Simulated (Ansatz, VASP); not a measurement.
AlGaAs2 in VASP and in Ansatz

File POSCAR:

```
AlGaAs2
1.0
    4.0140955148      0.0000000000      0.0000000000
    0.0000000000      4.0140955148      0.0000000000
    0.0000000000      0.0000000000      5.6726944005
Al Ga As
1 1 2
Direct
    0.5000000000      0.5000000000      0.5000000000
    0.0000000000      0.0000000000      0.0000000000
    0.5000000000      0.0000000000      0.7492539837
    0.0000000000      0.5000000000      0.2507460163
```

The input INCAR.step1:

```
SYSTEM = AlGaAs2
  PREC = Accurate
  ENCUT = 550
  ISMEAR = 0
  SIGMA = 0.02
  LREAL = .FALSE.
  LASPH = .TRUE.
  NELM = 120
  GGA = PE
  ALGO = Normal
  EDIFF = 1E-5
  LWAVE = .TRUE.
  LCHARG = .FALSE.
  GGA_COMPAT = .FALSE.
  IBRION = 2
  ISIF = 3
  EDIFFG = -0.005
  NELMIN = 4
  NSW = 100
```

Contents of INCAR.step2:

```
SYSTEM = AlGaAs2
  PREC = Accurate
  ENCUT = 550
  EDIFF = 1E-7
  ISMEAR = 0
  SIGMA = 0.02
  LREAL = .FALSE.
  LASPH = .TRUE.
  NELM = 120
  ALGO = Normal
  ISIF = 3
  LWAVE = .FALSE.
  LCHARG = .FALSE.
  METAGGA = R2SCAN
  LMIXTAU = .TRUE.
  IBRION = 2
  NSW = 80
  EDIFFG = -0.01
  ISTART = 1
  GGA_COMPAT = .FALSE.
  NELMIN = 4
```

Contents of KPOINTS:

```
regular mesh
0
G
  8 8 6
  0 0 0
```

Input for Ansatz:

```yaml
crystal:
  lattice:
    - [4.0140955148, 0.0, 0.0]
    - [0.0, 4.0140955148, 0.0]
    - [0.0, 0.0, 5.6726944005]
  atoms:
    - { symbol: Al, position: [0.5, 0.5, 0.5] }
    - { symbol: Ga, position: [0.0, 0.0, 0.0] }
    - { symbol: As, position: [0.5, 0.0, 0.7492539837] }
    - { symbol: As, position: [0.0, 0.5, 0.2507460163] }
basis:
  ecutwfc: 500
kpoints:
  mp_grid: { grid: [8, 8, 6] }
hamiltonian:
  xc: r2scan
scf:
  occupations: { method: gaussian, width: 0.02 }
output:
  forces: true
  stress: true
  eigenvalues: true
relax:
  adjacent_minimum: "off"
  f_tol: 0.01
  max_steps: 60
  cell: { stress_tol: 0.1 }
```

Alike in both runs: task relaxation of cell and atoms; functional r2SCAN; k mesh 8 × 8 × 6; occupations gaussian, width 0.02 eV; no spin polarisation.

|  | VASP | Ansatz |
| --- | --- | --- |
| version | VASP 6.6.1 | Ansatz 0.2.0 |
| potentials or method | VASP PAW PBE potentials, release 64 (Al, Ga_d, As), cutoff 550 eV | scalar-relativistic, plane waves, PAW |
| valence electrons in the cell | 26 | 46 |

```csv
,VASP,Ansatz,Ansatz less VASP
"gap on the k mesh at the Fermi level, each at its own relaxed structure (eV)",1.45,1.47,+0.013
relaxed volume (Å³/atom),22.82,22.83,+0.011
relaxed length of the cell vector where the two differ most in proportion (Å),4.013,4.014,+0.0013
```

VASP's potentials were made for PBE, not for r2SCAN. VASP's potentials hold 26 valence electrons a cell and Ansatz's 46, so a difference there can come from the potentials and not from the codes.
